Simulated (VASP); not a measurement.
Write the native input for VASP 6.6.1 that does the following.

| Quantity | Value |
| --- | --- |
| Task | single point |
| Functional | r2SCAN |
| Potentials or basis | VASP PAW PBE potentials, release 64 (Al, Ru_pv, H) |
| Cutoff | 440 eV |
| k mesh | 3 × 3 × 3 |
| Occupations | fermi-dirac, width 0.1 eV |
| Spin | no spin polarisation |
| Dipole correction | no |
| Further INCAR settings | ALGO = Normal; EDIFF = 1e-06; NBANDS = 82 |

The system is Al8HRu8 (a cell with a defect).

```
CELL_PARAMETERS angstrom
5.98320 0.00000 0.00000
0.00000 5.98320 0.00000
0.00000 0.00000 5.98320
ATOMIC_POSITIONS crystal
Al 0.00000 0.99045 0.98654
Al 0.00000 0.99045 0.51346
Al 0.00000 0.50083 0.99843
Al 0.00000 0.50083 0.50157
Al 0.50000 0.99662 0.99806
Al 0.50000 0.99662 0.50194
Al 0.50000 0.50203 0.99713
Al 0.50000 0.50203 0.50287
Ru 0.25922 0.25151 0.25000
Ru 0.25020 0.24888 0.75000
Ru 0.24987 0.74971 0.25000
Ru 0.25182 0.74652 0.75000
Ru 0.74078 0.25151 0.25000
Ru 0.74980 0.24888 0.75000
Ru 0.75013 0.74971 0.25000
Ru 0.74818 0.74652 0.75000
H 0.00000 0.15191 0.25000
```

One way to write it, as run:

POSCAR

```
Al8HRu8
1.0
    5.9832000000      0.0000000000      0.0000000000
    0.0000000000      5.9832000000      0.0000000000
    0.0000000000      0.0000000000      5.9832000000
Al Ru H
8 8 1
Direct
    0.0000000000     -0.0095529941     -0.0134571421
    0.0000000000     -0.0095529941      0.5134571421
    0.0000000000      0.5008308505     -0.0015692530
    0.0000000000      0.5008308505      0.5015692530
    0.5000000000     -0.0033790587     -0.0019405296
    0.5000000000     -0.0033790587      0.5019405296
    0.5000000000      0.5020250163     -0.0028656001
    0.5000000000      0.5020250163      0.5028656001
    0.2592214843      0.2515120666      0.2500000000
    0.2501955911      0.2488831151      0.7500000000
    0.2498695040      0.7497093156      0.2500000000
    0.2518156459      0.7465163152      0.7500000000
    0.7407785157      0.2515120666      0.2500000000
    0.7498044089      0.2488831151      0.7500000000
    0.7501304960      0.7497093156      0.2500000000
    0.7481843541      0.7465163152      0.7500000000
    0.0000000000      0.1519107469      0.2500000000
```

INCAR.step1

```
PREC = Accurate
ENCUT = 440
ISMEAR = -1
SIGMA = 0.1
LREAL = F
LASPH = T
NELM = 120
NBANDS = 82
GGA = PE
ALGO = Normal
EDIFF = 1E-5
LWAVE = T
LCHARG = F
GGA_COMPAT = F
```

INCAR.step2

```
PREC = Accurate
ENCUT = 440
EDIFF = 1E-6
ISMEAR = -1
SIGMA = 0.1
LREAL = F
LASPH = T
NELM = 120
ALGO = Normal
ISIF = 2
LWAVE = F
LCHARG = F
METAGGA = R2SCAN
LMIXTAU = T
NBANDS = 82
ISTART = 1
GGA_COMPAT = F
```

KPOINTS

```
regular mesh
0
Gamma
  3 3 3
```

Potentials or basis: VASP PAW PBE potentials, release 64 (Al, Ru_pv, H).

Command:

```console
$ cat potpaw_PBE.64/Al/POTCAR potpaw_PBE.64/Ru_pv/POTCAR potpaw_PBE.64/H/POTCAR > POTCAR
$ cp INCAR.step1 INCAR
$ mpirun -np 1 vasp_std > vasp.out
$ cp INCAR.step2 INCAR
$ mpirun -np 1 vasp_std > vasp.out
```

It gave:

- Pressure: 1.0 GPa
- Largest force: 0.033 eV/Å
- Band gap on the k mesh: zero (an odd number of electrons rules out a gap without spin polarisation)

Caveat: the PAW data sets were made with another functional, which shifts forces and pressure a little.

It took 10 min on 1 thread of Intel(R) Xeon(R) Platinum 8488C (Sapphire Rapids), on a shared host, peak memory 0.33 GiB.
